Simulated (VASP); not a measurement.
Set up this calculation in VASP 6.6.1, as the native input.

```
Task                   : single point
Functional             : PBE
Potentials or basis    : VASP PAW PBE potentials, release 64 (W_sv)
Cutoff                 : 520 eV
k mesh                 : 24 × 24 × 24
Occupations            : gaussian, width 0.1 eV
Spin                   : no spin polarisation
Dipole correction      : no
Further INCAR settings : ALGO = Normal; EDIFF = 1e-07; NBANDS = 13
```

The structure of W lies in POSCAR:

```
W
1.0
   -1.5918739631      1.5918739631      1.5918739631
    1.5918739631     -1.5918739631      1.5918739631
    1.5918739631      1.5918739631     -1.5918739631
W
1
Direct
    0.0000000000      0.0000000000      0.0000000000
```

These files were run (other wordings do the same):

INCAR

```
SYSTEM = W
  PREC = Accurate
  ENCUT = 520
  EDIFF = 1E-7
  ISMEAR = 0
  SIGMA = 0.1
  LREAL = .FALSE.
  LASPH = .TRUE.
  NELM = 100
  ALGO = Normal
  ISIF = 2
  LWAVE = .FALSE.
  LCHARG = .TRUE.
  GGA = PE
  LELF = .TRUE.
  LVHAR = .TRUE.
  NBANDS = 13
```

KPOINTS

```
regular mesh
0
G
  24 24 24
  0 0 0
```

Potentials or basis: VASP PAW PBE potentials, release 64 (W_sv).

Run with:

```sh
$ cat potpaw_PBE.64/W_sv/POTCAR > POTCAR
$ mpirun -np 1 vasp_std > vasp.out
```

Results of the run:

- Pressure: 0.5 GPa
- Band gap on the k mesh: zero (band 7 reaches 16.22 eV, above the bottom of band 8 at 9.99 eV)

Caveat: spin-orbit coupling is left out, which moves the levels of the heavy elements.

It took 47 s on 1 thread of AMD EPYC 9R45 96-Core Processor (Zen 5), on a shared host, peak memory 0.18 GiB.
